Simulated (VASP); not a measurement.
# Be (I4/mmm) in VASP: a series of runs, part 2 of 2

VASP 6.6.1. Earlier steps stand in the parts before.

## Step 4: Single point, PBEsol (strain -0.015 along x and y, -0.030 along z)

Contents of INCAR:

```
PREC = Accurate ; ENCUT = 520
EDIFF = 1E-6 ; ISMEAR = 0
SIGMA = 0.15 ; LREAL = F
LASPH = T ; NELM = 60
ALGO = Normal ; ISIF = 2
LWAVE = F ; LCHARG = T
GGA = PS ; LELF = T
LVHAR = T ; NBANDS = 7
```

Contents of KPOINTS:

```
Automatic mesh
0
Gamma
  26 26 26
```

Contents of POSCAR:

```
Be
1.0
   -1.2343241370      1.2343241370      1.2155273228
    1.2343241370     -1.2343241370      1.2155273228
    1.2343241370      1.2343241370     -1.2155273228
Be
1
Direct
    0.0000000000      0.0000000000      0.0000000000
```

Potentials or basis: VASP PAW PBE potentials, release 64 (Be).

The run is started by

```console
> cat potpaw_PBE.64/Be/POTCAR > POTCAR
> mpirun -np 1 vasp_std > vasp.out
```

OUTCAR:

```text
PREC = Accurate
   ENCUT = 520
   EDIFF = 1E-6
   ISMEAR = 0
   LREAL = F
   LASPH = T
   NELM = 60
   ISIF = 2
   GGA = PS

 ion  position               nearest neighbor table
   1  0.000  0.000  0.000-

  LATTYP: Found a body centered tetragonal cell.
 ALAT       =     2.4686482740
 C/A-ratio  =     0.9847715737

  Lattice vectors:

 A1 = (  -1.2343241370,   1.2343241370,   1.2155273228)
 A2 = (   1.2343241370,  -1.2343241370,   1.2155273228)
 A3 = (   1.2343241370,   1.2343241370,  -1.2155273228)

Analysis of symmetry for initial positions (statically):
=====================================================================
 Subroutine PRICEL returns:
 Original cell was already a primitive cell.

 Routine SETGRP: Setting up the symmetry group for a
 body centered tetragonal supercell.

 Subroutine GETGRP returns: Found 16 space group operations
 (whereof 16 operations were pure point group operations)
 out of a pool of 16 trial point group operations.

The static configuration has the point symmetry D_4h.

Analysis of symmetry for dynamics (positions and initial velocities):
=====================================================================
 Subroutine PRICEL returns:
 Original cell was already a primitive cell.

 Routine SETGRP: Setting up the symmetry group for a
 body centered tetragonal supercell.

 Subroutine GETGRP returns: Found 16 space group operations
 (whereof 16 operations were pure point group operations)
 out of a pool of 16 trial point group operations.

The dynamic configuration has the point symmetry D_4h.

 Subroutine INISYM returns: Found 16 space group operations
 (whereof 16 operations are pure point group operations),
 and found     1 'primitive' translations

----------------------------------------------------------------------------------------

                                     Primitive cell

  volume of cell :       7.4077

  direct lattice vectors                    reciprocal lattice vectors
    -1.234324137  1.234324137  1.215527323     0.000000000  0.405079983  0.411344106
     1.234324137 -1.234324137  1.215527323     0.405079983  0.000000000  0.411344106
     1.234324137  1.234324137 -1.215527323     0.405079983  0.405079983  0.000000000

  length of vectors
     2.127115141  2.127115141  2.127115141     0.577316002  0.577316002  0.572869605

  position of ions in fractional coordinates (direct lattice)
     0.000000000  0.000000000  0.000000000

  ion indices of the primitive-cell ions
   primitive index   ion index
                 1           1

----------------------------------------------------------------------------------------

 KPOINTS: Automatic mesh

Automatic generation of k-mesh.
 Grid dimensions read from file:
 generate k-points for:   26   26   26

 Generating k-lattice:

  Cartesian coordinates                     Fractional coordinates (reciprocal lattice)
     0.000000000  0.015579999  0.015820927     0.038461538 -0.000000000  0.000000000
     0.015579999  0.000000000  0.015820927    -0.000000000  0.038461538  0.000000000
     0.015579999  0.015579999  0.000000000     0.000000000  0.000000000  0.038461538

  Length of vectors
     0.022204462  0.022204462  0.022033446

  Shift w.r.t. Gamma in fractional coordinates (k-lattice)
     0.000000000  0.000000000  0.000000000

 Subroutine IBZKPT returns following result:
 ===========================================

 Found   1330 irreducible k-points:

 Following reciprocal coordinates:
            Coordinates               Weight
  0.000000  0.000000  0.000000      1.000000
  0.038462  0.000000 -0.000000      8.000000
  0.076923  0.000000 -0.000000      8.000000
  0.115385  0.000000 -0.000000      8.000000
  0.153846  0.000000 -0.000000      8.000000
  0.192308  0.000000  0.000000      8.000000
[... 16 lines left out ...]
  0.346154  0.038462 -0.000000     16.000000
  0.384615  0.038462  0.000000     16.000000
 [... further k-points ...]
   k-points           NKPTS =   1330   k-points in BZ     NKDIM =   1330   number of bands    NBANDS=      7
   number of dos      NEDOS =    301   number of ions     NIONS =      1
   total plane-waves  NPLWV =   4096
   dimension x,y,z NGX =    16 NGY =   16 NGZ =   16
   dimension x,y,z NGXF=    32 NGYF=   32 NGZF=   32
   ions per type =               1
   NGX,Y,Z   is equivalent  to a cutoff of  12.50, 12.50, 12.50 a.u.
   NGXF,Y,Z  is equivalent  to a cutoff of  25.01, 25.01, 25.01 a.u.
 SYSTEM =  unknown system
   PREC   = accura    normal or accurate (medium, high low for compatibility)
   ISTART =      0    job   : 0-new  1-cont  2-samecut
   ICHARG =      2    charge: 1-file 2-atom 10-const
   ISPIN  =      1    spin polarized calculation?
   LNONCOLLINEAR =      F non collinear calculations
   LSORBIT =      F    spin-orbit coupling
   LASPH  =      T    aspherical Exc in radial PAW
   ENCUT  =  520.0 eV  38.22 Ry    6.18 a.u.   3.96  3.96  3.96*2*pi/ulx,y,z
   NELM   =     60;   NELMIN=  2; NELMDL= -5     # of ELM steps
   EDIFF  = 0.1E-05   stopping-criterion for ELM
   LREAL  =      F    real-space projection
   EDIFFG = 0.1E-04   stopping-criterion for IOM
   NSW    =      0    number of steps for IOM
   IBRION =     -1    ionic relax: 0-MD 1-quasi-New 2-CG
   NFREE  =      0    steps in history (QN), initial steepest desc. (CG)
   ISIF   =      2    stress and relaxation
   ISYM   =      2    0-nonsym 1-usesym 2-fastsym
   POTIM  = 0.5000    time-step for ionic-motion
   TEBEG  =    0.0;   TEEND  =   0.0 temperature during run
   PSTRESS=    0.0 pullay stress
   NELECT =       2.0000    total number of electrons
   NUPDOWN=      -1.0000    fix difference up-down
   EMIN   =  10.00;   EMAX   =-10.00  energy-range for DOS
   EFERMI =   0.00;   METHOD = LEGACY
   ISMEAR =     0;   SIGMA  =   0.15  broadening in eV -4-tet -1-fermi 0-gaus
   EFERMI_NEDOS =   21; number of points for ismear=-14 and -15
   IALGO  =     38    algorithm
   IMIX   =      4    mixing-type and parameters
     AMIX     =   0.40;   BMIX     =  1.00
     AMIX_MAG =   1.60;   BMIX_MAG =  1.00
  volume/ion in A,a.u.               =       7.41        49.99
  Fermi-wavevector in a.u.,A,eV,Ry     =   1.058093  1.999506 15.232545  1.119560
  Thomas-Fermi vector in A             =   2.193390
   LORBIT       =      0    0 simple, 1 ext, 2 COOP (PROOUT), +10 PAW based schemes
   GGA     = PS    functional components
   LHFCALC =     F    Hartree Fock is set to
   AEXX    =    0.0000 exact exchange contribution
   IVDW    =     0    specifies the selected vdW correction
   LEPSILON=     F    determine dielectric tensor
   LRPA    =     F    only Hartree local field effects (RPA)
 non-spin polarized calculation
 Gauss-broadening in eV      SIGMA  =   0.15
  energy-cutoff  :      520.00
  volume of cell :        7.41
 maximum number of plane-waves:       212
   NGX =  7   NGY =  7   NGZ =  7

 number of electron       2.0000000 magnetization

 Free energy of the ion-electron system (eV)
  ---------------------------------------------------
  ext. energy  EPLUGINS =         0.00000000
  ---------------------------------------------------
  free energy    TOTEN  =        -3.89447331 eV

  energy without entropy =       -3.89368313  energy(sigma->0) =       -3.89407822

 E-fermi :   8.4328     XC(G=0): -10.8290

 val. band max:        8.4252193786   @ k =   0.5000   0.5000   0.3462
 cond. band min:       8.4440333929   @ k =  -0.3846  -0.3846   0.0385
 fundamental gap:      0.0188140143
 Fermi energy:         8.4328019484

 k-point     1 :       0.0000    0.0000    0.0000
  band No.  band energies     occupation
      1      -4.1424      2.00000
      2      28.7263      0.00000
      3      28.7263      0.00000
      4      28.8728      0.00000
      5      39.9053      0.00000
      6      40.6220      0.00000
      7      40.6220      0.00000
[... 221 lines left out ...]
 k-point    24 :       0.3846    0.0385    0.0000
  band No.  band energies     occupation
      1       1.5438      2.00000
      2      11.4151      0.00000
      3      21.4236      0.00000
      4      24.2737      0.00000
      5      30.5059      0.00000
      6      35.5743      0.00000
      7      44.6004      0.00000

 [... further k-points ...]

------------------------ aborting loop because EDIFF is reached ----------------------------------------

  FORCE on cell =-STRESS in cart. coord.  units (eV):
  Direction    XX          YY          ZZ          XY          YZ          ZX
  --------------------------------------------------------------------------------------
  -------------------------------------------------------------------------------------
  Total        0.2618688      0.2618688      0.3692101      0.0000000     -0.0000000      0.0000000
  in kB       56.6384313     56.6384313     79.8547909      0.0000000     -0.0000000      0.0000000
  external PRESSURE =      64.3772179 kB  Pullay stress =       0.0000000 kB

 VOLUME and BASIS-vectors are now :
 -----------------------------------------------------------------------------
  energy-cutoff  :      520.00
  volume of cell :        7.41
      direct lattice vectors                 reciprocal lattice vectors
    -1.234324137  1.234324137  1.215527323     0.000000000  0.405079983  0.411344106
     1.234324137 -1.234324137  1.215527323     0.405079983  0.000000000  0.411344106
     1.234324137  1.234324137 -1.215527323     0.405079983  0.405079983  0.000000000

 POSITION                                       TOTAL-FORCE (eV/Angst)
 -----------------------------------------------------------------------------------
      0.00000      0.00000      0.00000         0.000000      0.000000      0.000000
 -----------------------------------------------------------------------------------
    total drift:                                0.000000      0.000000     -0.000000

  FREE ENERGIE OF THE ION-ELECTRON SYSTEM (eV)
  ---------------------------------------------------
  free  energy   TOTEN  =        -3.8944733067 eV

  energy  without entropy=       -3.8936831325  energy(sigma->0) =       -3.89407822
```

Wall time 9.3 s (1 thread of Intel Xeon 6975P-C (Granite Rapids), shared host); peak memory 0.16 GiB.

Results:

| Property | Result |
| --- | --- |
| Free energy | -3.8945 eV |
| Pressure | 6.4 GPa |
| Band gap on the k mesh | zero (bands 1 and 2 overlap by 5.29 eV) |

Caveat: the cell differs from its parent crystal (strain -0.015 along x and y, -0.030 along z); the cell stands under pressure; the PAW data sets were made with another functional, which shifts forces and pressure a little.

## Step 5: Summary

```tsv
cell	gap on the mesh (eV)	pressure (GPa)
a = 2.116 Å, angles 109.9, 109.9, 108.6°, 1 atom	none	8.7
a = 2.127 Å, angles 110.3, 110.3, 107.8°, 1 atom	none	6.5
a = 2.127 Å, angles 109.1, 109.1, 110.3°, 1 atom	none	6.4
```

Alike in all rows: task single point; level PBEsol; potentials or basis VASP PAW PBE potentials, release 64 (Be); no spin polarisation; k mesh 26 × 26 × 26; cutoff (eV) 520; smearing gaussian 0.15 eV.

Caveats: the cell stands under pressure; the PAW data sets were made with another functional, which shifts forces and pressure a little.

Absolute energies hang on the potentials; compare differences alone.

The gap in the log of VASP goes by the Fermi energy; the results here count the filled bands.